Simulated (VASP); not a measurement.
# Ir (Fm-3m) in VASP: relaxation of cell and atoms with PBEsol

Aim: the relaxation of cell and atoms of Ir with PBEsol.

Everything below comes from runs of VASP 6.6.1. Logs are shortened: lines on timing, memory, paths and dates and some standing lists are left out, and cuts for length are marked.

## (1) The cell of the first run

Symmetry: Fm-3m, No. 225, cubic system. The conventional cell has a = 3.840 Å, b = 3.840 Å, c = 3.840 Å, α = 90.00°, β = 90.00°, γ = 90.00°. Within 3.6 Å of Ir (site symmetry m-3m) lie 12 Ir at 2.72 Å.

## (2) Relaxation of cell and atoms, PBEsol, target pressure 90 GPa, at which the enthalpy is minimised

INCAR

```
PREC = Accurate
ENCUT = 600
EDIFF = 1E-6
ISMEAR = 0
SIGMA = 0.1
LREAL = False
LASPH = True
NELM = 60
ALGO = Fast
ISIF = 3
LWAVE = False
LCHARG = False
GGA = PS
IBRION = 2
NSW = 80
EDIFFG = -0.003
PSTRESS = 900.0
```

KPOINTS

```
Automatic mesh
0
Gamma
  48 48 48
```

POSCAR

```
Ir
1.0
    0.0000000000      1.9200000000      1.9200000000
    1.9200000000      0.0000000000      1.9200000000
    1.9200000000      1.9200000000      0.0000000000
Ir
1
Direct
    0.0000000000      0.0000000000      0.0000000000
```

Potentials or basis: VASP PAW PBE potentials, release 64 (Ir).

Started as:

```console
> cat potpaw_PBE.64/Ir/POTCAR > POTCAR
> mpirun -np 1 vasp_std > vasp.out
```

OUTCAR:

```text
PREC = Accurate
   ENCUT = 600
   EDIFF = 1E-6
   ISMEAR = 0
   LREAL = False
   LASPH = True
   NELM = 60
   ISIF = 3
   GGA = PS
   IBRION = 2
   NSW = 80
   EDIFFG = -0.003
   PSTRESS = 900.0

 ion  position               nearest neighbor table
   1  0.000  0.000  0.000-

  LATTYP: Found a face centered cubic cell.
 ALAT       =     3.8400000000

  Lattice vectors:

 A1 = (   0.0000000000,   1.9200000000,   1.9200000000)
 A2 = (   1.9200000000,   0.0000000000,   1.9200000000)
 A3 = (   1.9200000000,   1.9200000000,   0.0000000000)

Analysis of symmetry for initial positions (statically):
=====================================================================
 Subroutine PRICEL returns:
 Original cell was already a primitive cell.

 Routine SETGRP: Setting up the symmetry group for a
 face centered cubic supercell.

 Subroutine GETGRP returns: Found 48 space group operations
 (whereof 48 operations were pure point group operations)
 out of a pool of 48 trial point group operations.

The static configuration has the point symmetry O_h .

Analysis of symmetry for dynamics (positions and initial velocities):
=====================================================================
 Subroutine PRICEL returns:
 Original cell was already a primitive cell.

 Routine SETGRP: Setting up the symmetry group for a
 face centered cubic supercell.

 Subroutine GETGRP returns: Found 48 space group operations
 (whereof 48 operations were pure point group operations)
 out of a pool of 48 trial point group operations.

The dynamic configuration has the point symmetry O_h .

 Subroutine INISYM returns: Found 48 space group operations
 (whereof 48 operations are pure point group operations),
 and found     1 'primitive' translations

----------------------------------------------------------------------------------------

                                     Primitive cell

  volume of cell :      14.1558

  direct lattice vectors                    reciprocal lattice vectors
     0.000000000  1.920000000  1.920000000    -0.260416667  0.260416667  0.260416667
     1.920000000  0.000000000  1.920000000     0.260416667 -0.260416667  0.260416667
     1.920000000  1.920000000  0.000000000     0.260416667  0.260416667 -0.260416667

  length of vectors
     2.715290040  2.715290040  2.715290040     0.451054898  0.451054898  0.451054898

  position of ions in fractional coordinates (direct lattice)
     0.000000000  0.000000000  0.000000000

  ion indices of the primitive-cell ions
   primitive index   ion index
                 1           1

----------------------------------------------------------------------------------------

 KPOINTS: Automatic mesh

Automatic generation of k-mesh.
 Grid dimensions read from file:
 generate k-points for:   48   48   48

 Generating k-lattice:

  Cartesian coordinates                     Fractional coordinates (reciprocal lattice)
    -0.005425347  0.005425347  0.005425347     0.020833333  0.000000000  0.000000000
     0.005425347 -0.005425347  0.005425347     0.000000000  0.020833333  0.000000000
     0.005425347  0.005425347 -0.005425347     0.000000000  0.000000000  0.020833333

  Length of vectors
     0.009396977  0.009396977  0.009396977

  Shift w.r.t. Gamma in fractional coordinates (k-lattice)
     0.000000000  0.000000000  0.000000000

 Subroutine IBZKPT returns following result:
 ===========================================

 Found   2769 irreducible k-points:

 Following reciprocal coordinates:
            Coordinates               Weight
  0.000000  0.000000  0.000000      1.000000
  0.020833  0.000000  0.000000      8.000000
  0.041667  0.000000  0.000000      8.000000
  0.062500  0.000000  0.000000      8.000000
  0.083333  0.000000  0.000000      8.000000
  0.104167  0.000000  0.000000      8.000000
[... 16 lines left out ...]
  0.458333  0.000000  0.000000      8.000000
  0.479167  0.000000  0.000000      8.000000
 [... further k-points ...]
   k-points           NKPTS =   2769   k-points in BZ     NKDIM =   2769   number of bands    NBANDS=      8
   number of dos      NEDOS =    301   number of ions     NIONS =      1
   total plane-waves  NPLWV =  13824
   dimension x,y,z NGX =    24 NGY =   24 NGZ =   24
   dimension x,y,z NGXF=    48 NGYF=   48 NGZF=   48
   ions per type =               1
   NGX,Y,Z   is equivalent  to a cutoff of  14.69, 14.69, 14.69 a.u.
   NGXF,Y,Z  is equivalent  to a cutoff of  29.39, 29.39, 29.39 a.u.
 SYSTEM =  unknown system
   PREC   = accura    normal or accurate (medium, high low for compatibility)
   ISTART =      0    job   : 0-new  1-cont  2-samecut
   ICHARG =      2    charge: 1-file 2-atom 10-const
   ISPIN  =      1    spin polarized calculation?
   LNONCOLLINEAR =      F non collinear calculations
   LSORBIT =      F    spin-orbit coupling
   LASPH  =      T    aspherical Exc in radial PAW
   ENCUT  =  600.0 eV  44.10 Ry    6.64 a.u.   5.42  5.42  5.42*2*pi/ulx,y,z
   NELM   =     60;   NELMIN=  2; NELMDL= -5     # of ELM steps
   EDIFF  = 0.1E-05   stopping-criterion for ELM
   LREAL  =      F    real-space projection
   EDIFFG = -.3E-02   stopping-criterion for IOM
   NSW    =     80    number of steps for IOM
   IBRION =      2    ionic relax: 0-MD 1-quasi-New 2-CG
   NFREE  =      1    steps in history (QN), initial steepest desc. (CG)
   ISIF   =      3    stress and relaxation
   ISYM   =      2    0-nonsym 1-usesym 2-fastsym
   POTIM  = 0.5000    time-step for ionic-motion
   TEBEG  =    0.0;   TEEND  =   0.0 temperature during run
   PSTRESS=  900.0 pullay stress
   NELECT =       9.0000    total number of electrons
   NUPDOWN=      -1.0000    fix difference up-down
   EMIN   =  10.00;   EMAX   =-10.00  energy-range for DOS
   EFERMI =   0.00;   METHOD = LEGACY
   ISMEAR =     0;   SIGMA  =   0.10  broadening in eV -4-tet -1-fermi 0-gaus
   EFERMI_NEDOS =   21; number of points for ismear=-14 and -15
   IALGO  =     68    algorithm
   IMIX   =      4    mixing-type and parameters
     AMIX     =   0.40;   BMIX     =  1.00
     AMIX_MAG =   1.60;   BMIX_MAG =  1.00
  volume/ion in A,a.u.               =      14.16        95.53
  Fermi-wavevector in a.u.,A,eV,Ry     =   1.407703  2.660173 26.961691  1.981628
  Thomas-Fermi vector in A             =   2.529935
   LORBIT       =      0    0 simple, 1 ext, 2 COOP (PROOUT), +10 PAW based schemes
   GGA     = PS    functional components
   LHFCALC =     F    Hartree Fock is set to
   AEXX    =    0.0000 exact exchange contribution
   IVDW    =     0    specifies the selected vdW correction
   LEPSILON=     F    determine dielectric tensor
   LRPA    =     F    only Hartree local field effects (RPA)
 conjugate gradient relaxation of ions
 non-spin polarized calculation
 RMM-DIIS sequential band-by-band and
 Gauss-broadening in eV      SIGMA  =   0.10
  energy-cutoff  :      600.00
  volume of cell :       14.16
 maximum number of plane-waves:       495
 NGX is ok and might be reduce to    24
   NGX = 11   NGY = 11   NGZ = 11

--------------------------------------- Ionic step        1  -------------------------------------------

 number of electron       9.0000000 magnetization

 Free energy of the ion-electron system (eV)
  ---------------------------------------------------
  ext. energy  EPLUGINS =         0.00000000
  ---------------------------------------------------
  free energy    TOTEN  =        -9.82163137 eV

  energy without entropy =       -9.81728136  energy(sigma->0) =       -9.81945636

------------------------ aborting loop because EDIFF is reached ----------------------------------------

  FORCE on cell =-STRESS in cart. coord.  units (eV):
  Direction    XX          YY          ZZ          XY          YZ          ZX
  --------------------------------------------------------------------------------------
  -------------------------------------------------------------------------------------
  Total       -0.1711289     -0.1711289     -0.1711289      0.0000000      0.0000000      0.0000000
  in kB      -19.3686938    -19.3686938    -19.3686938      0.0000000      0.0000000      0.0000000
  external PRESSURE =    -919.3686938 kB  Pullay stress =     900.0000000 kB
[... 90 lines left out ...]
  FREE ENERGIE OF THE ION-ELECTRON SYSTEM (eV)
  ---------------------------------------------------
  free  energy   TOTEN  =        -9.7427080457 eV

  energy  without entropy=       -9.7388591717  energy(sigma->0) =       -9.74078361

  enthalpy is  TOTEN    =        -2.3337228152 eV   P V=        7.4089852305

[... ionic steps 4 to 20 ...]

--------------------------------------- Ionic step       21  -------------------------------------------

 number of electron       9.0000000 magnetization

------------------------ aborting loop because EDIFF is reached ----------------------------------------

  FORCE on cell =-STRESS in cart. coord.  units (eV):
  Direction    XX          YY          ZZ          XY          YZ          ZX
  --------------------------------------------------------------------------------------
  -------------------------------------------------------------------------------------
  Total        6.7806985      6.7806985      6.7806985     -0.0000000     -0.0000000      0.0000000
  in kB      901.6742201    901.6742201    901.6742201     -0.0000000     -0.0000000      0.0000000
  external PRESSURE =       1.6742201 kB  Pullay stress =     900.0000000 kB
[... 59 lines left out ...]
  enthalpy is  TOTEN    =        -2.5632174529 eV   P V=        6.7692244622

--------------------------------------- Ionic step       23  -------------------------------------------

 number of electron       9.0000000 magnetization

 Free energy of the ion-electron system (eV)
  ---------------------------------------------------
  ext. energy  EPLUGINS =         0.00000000
  ---------------------------------------------------
  free energy    TOTEN  =        -9.33272794 eV

  energy without entropy =       -9.32939939  energy(sigma->0) =       -9.33106367

 E-fermi :  13.2613     XC(G=0): -15.0577

 val. band max:       13.2599715162   @ k =  -0.2917   0.2708   0.1042
 cond. band min:      13.2625398235   @ k =   0.3125   0.2083   0.1042
 fundamental gap:      0.0025683073
 Fermi energy:        13.2612595874

 k-point     1 :       0.0000    0.0000    0.0000
  band No.  band energies     occupation
      1       0.2593      2.00000
      2       8.2902      2.00000
      3       8.2902      2.00000
      4       8.2902      2.00000
      5      11.7824      2.00000
      6      11.7824      2.00000
      7      27.1380      0.00000
      8      33.7178      0.00000
[... 243 lines left out ...]
 k-point    24 :       0.4792    0.0000    0.0000
  band No.  band energies     occupation
      1       3.2653      2.00000
      2       8.1406      2.00000
      3       8.1406      2.00000
      4      12.0096      2.00000
      5      14.4725      0.00000
      6      14.4725      0.00000
      7      22.4307      0.00000
      8      26.7592      0.00000

 [... further k-points ...]

------------------------ aborting loop because EDIFF is reached ----------------------------------------

  FORCE on cell =-STRESS in cart. coord.  units (eV):
  Direction    XX          YY          ZZ          XY          YZ          ZX
  --------------------------------------------------------------------------------------
  -------------------------------------------------------------------------------------
  Total        6.7689513      6.7689513      6.7689513     -0.0000000      0.0000000      0.0000000
  in kB      899.9256222    899.9256222    899.9256222     -0.0000000      0.0000000      0.0000000
  external PRESSURE =      -0.0743778 kB  Pullay stress =     900.0000000 kB
[... 16 lines left out ...]
  FREE ENERGIE OF THE ION-ELECTRON SYSTEM (eV)
  ---------------------------------------------------
  free  energy   TOTEN  =        -9.3327279437 eV

  energy  without entropy=       -9.3293993886  energy(sigma->0) =       -9.33106367

  enthalpy is  TOTEN    =        -2.5632172117 eV   P V=        6.7695107320

 reached required accuracy - stopping structural energy minimisation
```

Wall time 19 min (1 thread of Intel Xeon 6975P-C (Granite Rapids), shared host); peak memory 0.74 GiB.

What came out:

- Free energy: -9.3327 eV
- Relaxed volume: 12.05 Å³/atom
- Relaxed cell: a = 2.573 Å, b = 2.573 Å, c = 2.573 Å, α = 60.00°, β = 60.00°, γ = 60.00°
- Space group after relaxing (to 0.1 Å): Fm-3m (No. 225)
- Energy change on relaxing (the run minimises the enthalpy): +488.9 meV/atom
- Ionic steps: 23
- Pressure after relaxing: 90.0 GPa
- Band gap on the k mesh: zero (an odd number of electrons rules out a gap without spin polarisation)

Step by step:
| step | energy change (eV) | largest force (eV/Å) | pressure (GPa) | volume (Å³) |
| --- | --- | --- | --- | --- |
| 1 | 0.0000 | 0.0000 | -1.94 | 14.16 |
| 2 | 105.2388 | 0.0000 | 6558.63 | 3.18 |
| 3 | 0.0789 | 0.0000 | 30.30 | 13.19 |
| 4 | 0.2218 | 0.0000 | 55.23 | 12.65 |
| 5 | 0.5201 | 0.0000 | 93.76 | 12.00 |
| 6 | 0.4861 | 0.0000 | 89.67 | 12.06 |
| 7 | 0.4862 | 0.0000 | 89.65 | 12.06 |
| 8 | 0.4863 | 0.0000 | 89.67 | 12.06 |
| 9 | 0.4863 | 0.0000 | 89.68 | 12.06 |
| 10 | 0.4863 | 0.0000 | 89.68 | 12.06 |
| 11 | 0.4863 | 0.0000 | 89.68 | 12.06 |
| 12 | 0.4863 | 0.0000 | 89.68 | 12.06 |
| 13 | 0.4864 | 0.0000 | 89.68 | 12.06 |
| 14 | 0.4864 | 0.0000 | 89.68 | 12.06 |
| 15 | 0.4864 | 0.0000 | 89.68 | 12.06 |
| 16 | 0.4865 | 0.0000 | 89.69 | 12.06 |
| 17 | 0.4866 | 0.0000 | 89.71 | 12.06 |
| 18 | 0.4868 | 0.0000 | 89.73 | 12.05 |
| 19 | 0.4873 | 0.0000 | 89.77 | 12.05 |
| 20 | 0.4883 | 0.0000 | 89.87 | 12.05 |
| 21 | 0.4903 | 0.0000 | 90.17 | 12.05 |
| 22 | 0.4892 | 0.0000 | 90.06 | 12.05 |
| 23 | 0.4889 | 0.0000 | 89.99 | 12.05 |

Final structure:
```xyz
1
Lattice="0.0000 1.8197 1.8197 1.8197 0.0000 1.8197 1.8197 1.8197 0.0000" Properties=species:S:1:pos:R:3 pbc="T T T"
Ir    0.0000    0.0000    0.0000
```

Levels at points of the mesh, in eV from the Fermi level:
```csv
k point,band 1,band 2,band 3,band 4,band 5,band 6,band 7,band 8
"(0.00, 0.00, 0.00)",-13.00,-4.97,-4.97,-4.97,-1.48,-1.48,13.88,20.46
"(0.50, 0.00, 0.00)",-10.00,-5.13,-5.13,-1.17,1.24,1.24,9.08,13.46
"(0.50, 0.50, 0.00)",-10.01,-9.33,1.23,1.74,2.01,2.01,12.48,12.93
```

Caveat: the cell is relaxed towards a set pressure, so the run minimises the enthalpy, not the energy; the PAW data sets were made with another functional, which shifts forces and pressure a little; spin-orbit coupling is left out, which moves the levels of the heavy elements.
